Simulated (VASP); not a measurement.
Input of a VASP 6.6.1 run:

Contents of INCAR:

```
PREC     = Accurate       # precision mode
ENCUT    = 520            # plane-wave cutoff, eV
EDIFF    = 1E-6           # SCF threshold, eV
ISMEAR   = 0              # smearing method
SIGMA    = 0.1            # smearing width, eV
LREAL    = False          # projectors in reciprocal space
LASPH    = True           # aspherical terms in the spheres
NELM     = 60             # most SCF steps
ALGO     = Normal         # electronic algorithm
ISIF     = 2              # what is computed and relaxed
LWAVE    = False          # write WAVECAR
LCHARG   = False          # write CHGCAR
GGA      = PS             # functional
NBANDS   = 11             # bands
```

File KPOINTS:

```
regular mesh
0
Gamma
  6 6 6
```

Contents of POSCAR:

```
HCl
1.0
    0.0000000000      2.2283801594      2.2283801594
    2.2283801594      0.0000000000      2.2283801594
    2.2283801594      2.2283801594      0.0000000000
H Cl
1 1
Direct
    0.0000000000      0.0000000000      0.0000000000
    0.5000000000      0.5000000000      0.5000000000
```

Potentials or basis: VASP PAW PBE potentials, release 64 (H, Cl).

Run with:

```console
$ cat potpaw_PBE.64/H/POTCAR potpaw_PBE.64/Cl/POTCAR > POTCAR
$ mpirun -np 1 vasp_std > vasp.out
```

**Question.** Estimate the pressure.

**Answer.** -0.1 GPa.

**Question.** Estimate the band gap on the k mesh.

**Answer.** Zero (bands 4 and 5 overlap by 1.47 eV).

Caveat: the k points lie up to 0.41 Å⁻¹ apart, too coarse for converged energies and pressures of a metal; the PAW data sets were made with another functional, which shifts forces and pressure a little.
